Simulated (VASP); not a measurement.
# EuS3 (P6_3/mmc) in VASP: single point with PBE

Aim: the single point of EuS3 with PBE.

Everything below comes from runs of VASP 6.6.1. Logs are shortened: lines on timing, memory, paths and dates and some standing lists are left out, and cuts for length are marked.

### Step 1. The cell of the first run

Symmetry: P6_3/mmc, No. 194, hexagonal system. Conventional cell: a = 5.785 Å, b = 5.785 Å, c = 5.523 Å, α = 90.00°, β = 90.00°, γ = 120.00°. Within 3.8 Å of Eu (site symmetry -6m2) lie 12 S at 2.89 to 3.17 Å. S (site symmetry mm2) has 8 S at 2.69 to 3.29 Å and 4 Eu at 2.89 to 3.17 Å within 3.5 Å.

The cell was generated, and may not be a known phase.

### Step 2. Single point, PBE, collinear spin, ferromagnetic start

INCAR reads:

```
SYSTEM = EuS3
PREC = Accurate
ENCUT = 520
EDIFF = 1E-6
ISMEAR = 0
SIGMA = 0.1
LREAL = .False.
LASPH = .True.
NELM = 150
ALGO = Normal
ISIF = 2
LWAVE = .False.
LCHARG = .False.
ISPIN = 2
MAGMOM = 7 7 0 0 0 0 0 0
LORBIT = 11
LMAXMIX = 6
GGA = PE
NBANDS = 49
```

KPOINTS reads:

```
Automatic mesh
0
Gamma
  3 3 4
  0 0 0
```

POSCAR reads:

```
EuS3
1.0
    5.7847156504      0.0000000000      0.0000000000
   -2.8923578252      5.0097107069      0.0000000000
    0.0000000000      0.0000000000      5.5227261891
Eu S
2 6
Direct
    0.3333333333      0.6666666667      0.7500000000
    0.6666666667      0.3333333333      0.2500000000
    0.1784277105      0.3568554211      0.2500000000
    0.6431445789      0.8215722895      0.2500000000
    0.1784277105      0.8215722895      0.2500000000
    0.8215722895      0.6431445789      0.7500000000
    0.3568554211      0.1784277105      0.7500000000
    0.8215722895      0.1784277105      0.7500000000
```

Potentials or basis: VASP PAW PBE potentials, release 64 (Eu, S).

Command:

```bash
$ cat potpaw_PBE.64/Eu/POTCAR potpaw_PBE.64/S/POTCAR > POTCAR
$ mpirun -np 1 vasp_std > vasp.out
```

OUTCAR:

```text
SYSTEM = EuS3
   PREC = Accurate
   ENCUT = 520
   EDIFF = 1E-6
   ISMEAR = 0
   LREAL = .False.
   LASPH = .True.
   NELM = 150
   ISIF = 2
   ISPIN = 2
   LORBIT = 11
   GGA = PE

 ion  position               nearest neighbor table
   1  0.333  0.667  0.750-   7 2.89   6 2.89   8 2.89   8 2.89   7 2.89   6 2.89   3 3.17   3 3.17
                             5 3.17   5 3.17   4 3.17   4 3.17
   2  0.667  0.333  0.250-   4 2.89   3 2.89   5 2.89   5 2.89   4 2.89   3 2.89   6 3.17   6 3.17
                             8 3.17   8 3.17   7 3.17   7 3.17
   3  0.178  0.357  0.250-   4 2.69   5 2.69   2 2.89   2 2.89   1 3.17   1 3.17
   4  0.643  0.822  0.250-   3 2.69   5 2.69   2 2.89   2 2.89   1 3.17   1 3.17
   5  0.178  0.822  0.250-   3 2.69   4 2.69   2 2.89   2 2.89   1 3.17   1 3.17
   6  0.822  0.643  0.750-   7 2.69   8 2.69   1 2.89   1 2.89   2 3.17   2 3.17
   7  0.357  0.178  0.750-   6 2.69   8 2.69   1 2.89   1 2.89   2 3.17   2 3.17
   8  0.822  0.178  0.750-   6 2.69   7 2.69   1 2.89   1 2.89   2 3.17   2 3.17

  LATTYP: Found a hexagonal cell.
 ALAT       =     5.7847156504
 C/A-ratio  =     0.9547100537

  Lattice vectors:

 A1 = (   5.7847156504,   0.0000000000,   0.0000000000)
 A2 = (  -2.8923578252,   5.0097107069,   0.0000000000)
 A3 = (   0.0000000000,   0.0000000000,   5.5227261891)

Analysis of symmetry for initial positions (statically):
=====================================================================
 Subroutine PRICEL returns:
 Original cell was already a primitive cell.

 Routine SETGRP: Setting up the symmetry group for a
 hexagonal supercell.

 Subroutine GETGRP returns: Found 24 space group operations
 (whereof 12 operations were pure point group operations)
 out of a pool of 24 trial point group operations.

The static configuration has the point symmetry D_3d.
 The point group associated with its full space group is D_6h.

Analysis of symmetry for dynamics (positions and initial velocities):
=====================================================================
 Subroutine PRICEL returns:
 Original cell was already a primitive cell.

 Routine SETGRP: Setting up the symmetry group for a
 hexagonal supercell.

 Subroutine GETGRP returns: Found 24 space group operations
 (whereof 12 operations were pure point group operations)
 out of a pool of 24 trial point group operations.

The dynamic configuration has the point symmetry D_3d.
 The point group associated with its full space group is D_6h.

Analysis of structural, dynamic, and magnetic symmetry:
=====================================================================
 Subroutine PRICEL returns:
 Original cell was already a primitive cell.

 Routine SETGRP: Setting up the symmetry group for a
 hexagonal supercell.

 Subroutine GETGRP returns: Found 24 space group operations
 (whereof 12 operations were pure point group operations)
 out of a pool of 24 trial point group operations.

The overall configuration has the point symmetry D_3d.
 The point group associated with its full space group is D_6h.

 Subroutine INISYM returns: Found 24 space group operations
 (whereof 12 operations are pure point group operations),
 and found     1 'primitive' translations

----------------------------------------------------------------------------------------

                                     Primitive cell

  volume of cell :     160.0472

  direct lattice vectors                    reciprocal lattice vectors
     5.784715650  0.000000000  0.000000000     0.172869344  0.099806162  0.000000000
    -2.892357825  5.009710707  0.000000000     0.000000000  0.199612325  0.000000000
     0.000000000  0.000000000  5.522726189     0.000000000  0.000000000  0.181069994

  length of vectors
     5.784715650  5.784715650  5.522726189     0.199612325  0.199612325  0.181069994

  position of ions in fractional coordinates (direct lattice)
     0.333333333  0.666666667  0.750000000
     0.666666667  0.333333333  0.250000000
     0.178427711  0.356855421  0.250000000
     0.643144579  0.821572289  0.250000000
     0.178427711  0.821572289  0.250000000
     0.821572289  0.643144579  0.750000000
     0.356855421  0.178427711  0.750000000
     0.821572289  0.178427711  0.750000000

  ion indices of the primitive-cell ions
   primitive index   ion index
                 1           1
                 2           2
                 3           3
                 4           4
                 5           5
                 6           6
                 7           7
                 8           8

----------------------------------------------------------------------------------------

 KPOINTS: Automatic mesh

Automatic generation of k-mesh.
 Grid dimensions read from file:
 generate k-points for:    3    3    4

 Generating k-lattice:

  Cartesian coordinates                     Fractional coordinates (reciprocal lattice)
     0.057623115  0.033268721  0.000000000     0.333333333  0.000000000  0.000000000
     0.000000000  0.066537442  0.000000000     0.000000000  0.333333333  0.000000000
     0.000000000  0.000000000  0.045267499     0.000000000  0.000000000  0.250000000

  Length of vectors
     0.066537442  0.066537442  0.045267499

  Shift w.r.t. Gamma in fractional coordinates (k-lattice)
     0.000000000  0.000000000  0.000000000

 Subroutine IBZKPT returns following result:
 ===========================================

 Found      9 irreducible k-points:

 Following reciprocal coordinates:
            Coordinates               Weight
  0.000000  0.000000  0.000000      1.000000
  0.333333 -0.000000  0.000000      6.000000
  0.333333  0.333333  0.000000      2.000000
  0.000000  0.000000  0.250000      2.000000
  0.333333 -0.000000  0.250000     12.000000
  0.333333  0.333333  0.250000      4.000000
  0.000000  0.000000  0.500000      1.000000
  0.333333 -0.000000  0.500000      6.000000
  0.333333  0.333333  0.500000      2.000000
   k-points           NKPTS =      9   k-points in BZ     NKDIM =      9   number of bands    NBANDS=     49
   number of dos      NEDOS =    301   number of ions     NIONS =      8
   total plane-waves  NPLWV =  96768
   dimension x,y,z NGX =    48 NGY =   48 NGZ =   42
   dimension x,y,z NGXF=    96 NGYF=   96 NGZF=   84
   ions per type =               2   6
   NGX,Y,Z   is equivalent  to a cutoff of  13.79, 13.79, 12.64 a.u.
   NGXF,Y,Z  is equivalent  to a cutoff of  27.59, 27.59, 25.29 a.u.
 SYSTEM =  EuS3
   PREC   = accura    normal or accurate (medium, high low for compatibility)
   ISTART =      0    job   : 0-new  1-cont  2-samecut
   ICHARG =      2    charge: 1-file 2-atom 10-const
   ISPIN  =      2    spin polarized calculation?
   LNONCOLLINEAR =      F non collinear calculations
   LSORBIT =      F    spin-orbit coupling
   LASPH  =      T    aspherical Exc in radial PAW
   ENCUT  =  520.0 eV  38.22 Ry    6.18 a.u.  10.76 10.76 10.27*2*pi/ulx,y,z
   NELM   =    150;   NELMIN=  2; NELMDL= -5     # of ELM steps
   EDIFF  = 0.1E-05   stopping-criterion for ELM
   LREAL  =      F    real-space projection
   EDIFFG = 0.1E-04   stopping-criterion for IOM
   NSW    =      0    number of steps for IOM
   IBRION =     -1    ionic relax: 0-MD 1-quasi-New 2-CG
   NFREE  =      0    steps in history (QN), initial steepest desc. (CG)
   ISIF   =      2    stress and relaxation
   ISYM   =      2    0-nonsym 1-usesym 2-fastsym
   POTIM  = 0.5000    time-step for ionic-motion
   TEBEG  =    0.0;   TEEND  =   0.0 temperature during run
   PSTRESS=    0.0 pullay stress
   NELECT =      70.0000    total number of electrons
   NUPDOWN=      -1.0000    fix difference up-down
   EMIN   =  10.00;   EMAX   =-10.00  energy-range for DOS
   EFERMI =   0.00;   METHOD = LEGACY
   ISMEAR =     0;   SIGMA  =   0.10  broadening in eV -4-tet -1-fermi 0-gaus
   EFERMI_NEDOS =   21; number of points for ismear=-14 and -15
   IALGO  =     38    algorithm
   IMIX   =      4    mixing-type and parameters
     AMIX     =   0.40;   BMIX     =  1.00
     AMIX_MAG =   1.60;   BMIX_MAG =  1.00
  volume/ion in A,a.u.               =      20.01       135.01
  Fermi-wavevector in a.u.,A,eV,Ry     =   1.242677  2.348318 21.010730  1.544245
  Thomas-Fermi vector in A             =   2.377021
   LORBIT       =     11    0 simple, 1 ext, 2 COOP (PROOUT), +10 PAW based schemes
   GGA     = PE    functional components
   LHFCALC =     F    Hartree Fock is set to
   AEXX    =    0.0000 exact exchange contribution
   IVDW    =     0    specifies the selected vdW correction
   LEPSILON=     F    determine dielectric tensor
   LRPA    =     F    only Hartree local field effects (RPA)
 spin polarized calculation
 Gauss-broadening in eV      SIGMA  =   0.10
  energy-cutoff  :      520.00
  volume of cell :      160.05
 maximum number of plane-waves:      4335
 NGX is ok and might be reduce to    48
   NGX = 21   NGY = 21   NGZ = 21

 number of electron      70.0000002 magnetization       9.7819261

 number of electron      70.0000002 magnetization      10.9617220

 Free energy of the ion-electron system (eV)
  ---------------------------------------------------
  ext. energy  EPLUGINS =         0.00000000
  ---------------------------------------------------
  free energy    TOTEN  =       -52.52431005 eV

  energy without entropy =      -52.47286934  energy(sigma->0) =      -52.49858969

 E-fermi :   4.8384     XC(G=0): -10.5515

 val. band max:        4.8295409188   @ k =   0.0000   0.0000   0.2500
 cond. band min:       4.8544079465   @ k =   0.3333   0.3333   0.2500
 fundamental gap:      0.0248670277
 Fermi energy:         4.8383825121

 spin component 1

 k-point     1 :       0.0000    0.0000    0.0000
  band No.  band energies     occupation
      1     -36.1552      1.00000
      2     -36.1464      1.00000
      3     -14.8819      1.00000
      4     -14.8819      1.00000
      5     -14.8407      1.00000
      6     -14.8036      1.00000
[... 39 lines left out ...]
     46       6.9936      0.00000
     47       8.2815      0.00000
[... 358 lines left out ...]
      6     -14.8743      1.00000
[... 39 lines left out ...]
     46       5.3795      0.00000
     47       9.1794      0.00000
 Fermi energy:         4.8383825121

 spin component 2

 k-point     1 :       0.0000    0.0000    0.0000
  band No.  band energies     occupation
      1     -33.2350      1.00000
      2     -33.2222      1.00000
      3     -12.8717      1.00000
      4     -12.8717      1.00000
      5     -12.7893      1.00000
      6     -12.7588      1.00000
[... 39 lines left out ...]
     46       9.2109      0.00000
     47       9.2109      0.00000
[... 358 lines left out ...]
      6     -12.8882      1.00000
[... 39 lines left out ...]
     46       9.1205      0.00000
     47       9.8864      0.00000
 [bands above 47 left out]

------------------------ aborting loop because EDIFF is reached ----------------------------------------

  FORCE on cell =-STRESS in cart. coord.  units (eV):
  Direction    XX          YY          ZZ          XY          YZ          ZX
  --------------------------------------------------------------------------------------
  -------------------------------------------------------------------------------------
  Total       -0.1990257     -0.1990257     -0.0484541     -0.0000000      0.0000000      0.0000000
  in kB       -1.9923771     -1.9923771     -0.4850568     -0.0000000      0.0000000      0.0000000
  external PRESSURE =      -1.4899370 kB  Pullay stress =       0.0000000 kB

 VOLUME and BASIS-vectors are now :
 -----------------------------------------------------------------------------
  energy-cutoff  :      520.00
  volume of cell :      160.05
      direct lattice vectors                 reciprocal lattice vectors
     5.784715650  0.000000000  0.000000000     0.172869344  0.099806162  0.000000000
    -2.892357825  5.009710707  0.000000000     0.000000000  0.199612325  0.000000000
     0.000000000  0.000000000  5.522726189     0.000000000  0.000000000  0.181069994

 POSITION                                       TOTAL-FORCE (eV/Angst)
 -----------------------------------------------------------------------------------
     -0.00000      3.33981      4.14204        -0.000000      0.000000      0.000000
      2.89236      1.66990      1.38068        -0.000000      0.000000      0.000000
     -0.00000      1.78774      1.38068         0.000000      0.032505     -0.000000
      1.34413      4.11584      1.38068        -0.028150     -0.016253     -0.000000
     -1.34413      4.11584      1.38068         0.028150     -0.016253      0.000000
      2.89236      3.22197      4.14204        -0.000000     -0.032505      0.000000
      1.54823      0.89387      4.14204         0.028150      0.016253      0.000000
      4.23649      0.89387      4.14204        -0.028150      0.016253      0.000000
 -----------------------------------------------------------------------------------
    total drift:                               -0.000000      0.000000      0.000000

  FREE ENERGIE OF THE ION-ELECTRON SYSTEM (eV)
  ---------------------------------------------------
  free  energy   TOTEN  =       -52.5243100485 eV

  energy  without entropy=      -52.4728693369  energy(sigma->0) =      -52.49858969

 total charge

# of ion       s       p       d       f       tot
--------------------------------------------------
    1        2.026   5.734   0.412   6.444  14.616
    2        2.026   5.734   0.412   6.444  14.616
    3        1.392   2.213   0.000   0.000   3.605
    4        1.392   2.213   0.000   0.000   3.605
    5        1.392   2.213   0.000   0.000   3.605
    6        1.392   2.213   0.000   0.000   3.605
    7        1.392   2.213   0.000   0.000   3.605
    8        1.392   2.213   0.000   0.000   3.605
--------------------------------------------------
tot         12.407  24.746   0.824  12.887  50.864

 magnetization (x)

# of ion       s       p       d       f       tot
--------------------------------------------------
    1       -0.014  -0.112   0.054   6.344   6.272
    2       -0.014  -0.112   0.054   6.344   6.272
    3       -0.012  -0.222   0.000   0.000  -0.234
    4       -0.012  -0.222   0.000   0.000  -0.234
    5       -0.012  -0.222   0.000   0.000  -0.234
    6       -0.012  -0.222   0.000   0.000  -0.234
    7       -0.012  -0.222   0.000   0.000  -0.234
    8       -0.012  -0.222   0.000   0.000  -0.234
--------------------------------------------------
tot         -0.102  -1.555   0.108  12.688  11.139
```

Run time: 7.1 min. Hardware: 1 thread of Intel Xeon 6975P-C (Granite Rapids), shared host; peak memory 0.42 GiB.

Results:

| Item | Value |
| --- | --- |
| Free energy | -52.5243 eV |
| Pressure | -0.1 GPa |
| Largest force | 0.033 eV/Å |
| Net moment | 10.96 μB per cell |
| Site moments | Eu +6.27; S -0.23 μB |
| Valence electrons inside the program's atomic spheres | Eu 14.62; S 3.60 |

Forces in eV/Å, atoms in the order of the input:
```
Eu   0.000  0.000  0.000
Eu   0.000  0.000  0.000
S    0.000  0.033  0.000
S   -0.028 -0.016  0.000
S    0.028 -0.016  0.000
S    0.000 -0.033  0.000
S    0.028  0.016  0.000
S   -0.028  0.016  0.000
```

Caveat: the k points lie up to 0.42 Å⁻¹ apart; spin-orbit coupling is left out, which moves the levels of the heavy elements; semilocal functionals describe open f shells poorly, which spoils levels, moments and volumes. With open d or f shells a metallic result of PBE can be an artefact of self-interaction; +U or a hybrid may open a gap.
